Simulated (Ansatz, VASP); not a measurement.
## Al2Co: VASP beside Ansatz

```
Al Co
1.0
     0.00000    2.87143    2.87143
     2.87143    0.00000    2.87143
     2.87143    2.87143    0.00000
Al Co
2 1
Direct
  0.25000 0.25000 0.25000
  0.50000 0.50000 0.50000
  0.75000 0.75000 0.75000
```

Alike in both runs: functional PBE; k mesh 14 × 14 × 14; occupations gaussian, width 0.1 eV; collinear spin.

Ansatz relaxed the structure, and its values are those at the end. VASP's run is a single point on that final structure, the one shown.

|  | VASP | Ansatz |
| --- | --- | --- |
| version | VASP 6.6.1 | Ansatz 0.2.0 |
| potentials or method | VASP PAW PBE potentials, release 64 (Al, Co), cutoff 520 eV | scalar-relativistic, plane waves, PAW |
| valence electrons in the cell | 15 | 23 |

|  | VASP | Ansatz | Ansatz less VASP |
| --- | --- | --- | --- |
| gap on the k mesh at the Fermi level (eV) | none | none | - |
| pressure (GPa) | 0.1 | 0.0 | -0.14 |
| net moment per atom (μB) | 0.02 | 0.00 | -0.021 |
| size of the moment on the site where the two differ most (μB) | 0.06 | 0.00 | -0.061 |

Site moments also hang on the region over which each program counts them. A gap of «none» marks a metal or a gap that the smearing closes. VASP's potentials hold 15 valence electrons a cell and Ansatz's 23, so a difference there can come from the potentials and not from the codes. Ansatz's warnings: seeded moment not kept.
